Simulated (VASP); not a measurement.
Write the native input for VASP 6.6.1 that does the following.

| Quantity | Value |
| --- | --- |
| Task | single point |
| Functional | PBEsol |
| Potentials or basis | VASP PAW PBE potentials, release 64 (Al, Ru_pv) |
| Cutoff | 520 eV |
| k mesh | 18 × 18 × 18 |
| Occupations | methfessel-paxton, width 0.5 eV |
| Spin | no spin polarisation |
| Dipole correction | no |
| Further INCAR settings | ALGO = Fast; EDIFF = 1e-07; NBANDS = 17 |

The structure of Al2Ru lies in POSCAR:

```
Al2Ru
1.0
   -1.5604216200      1.5604216200      4.2218055900
    1.5604216200     -1.5604216200      4.2218055900
    1.5604216200      1.5604216200     -4.2218055900
Al Ru
2 1
Direct
    0.6592021900      0.6592021900      0.0000000000
    0.3407978100      0.3407978100      0.0000000000
    0.0000000000      0.0000000000      0.0000000000
```

One way to write it, as run:

INCAR

```
ALGO = Fast
EDIFF = 1E-7
ENCUT = 520
GGA = PS
ISIF = 2
ISMEAR = 1
LASPH = T
LCHARG = F
LREAL = F
LWAVE = F
NBANDS = 17
NELM = 100
PREC = Accurate
SIGMA = 0.5
```

KPOINTS

```
k-points
0
Gamma
  18 18 18
```

Potentials or basis: VASP PAW PBE potentials, release 64 (Al, Ru_pv).

The run is started by

```bash
$ cat potpaw_PBE.64/Al/POTCAR potpaw_PBE.64/Ru_pv/POTCAR > POTCAR
$ mpirun -np 1 vasp_std > vasp.out
```

It gave:

| Property | Result |
| --- | --- |
| Pressure | -0.4 GPa |
| Largest force | 0.056 eV/Å |
| Band gap on the k mesh | zero (bands 10 and 11 overlap by 0.16 eV) |

Caveat: so wide a smearing shifts energies and pressures; the PAW data sets were made with another functional, which shifts forces and pressure a little.

Run time: 12 min on 1 thread of Intel(R) Xeon(R) Platinum 8259CL CPU @ 2.50GHz (Skylake/Cascade Lake), on a shared host, peak memory 0.46 GiB.
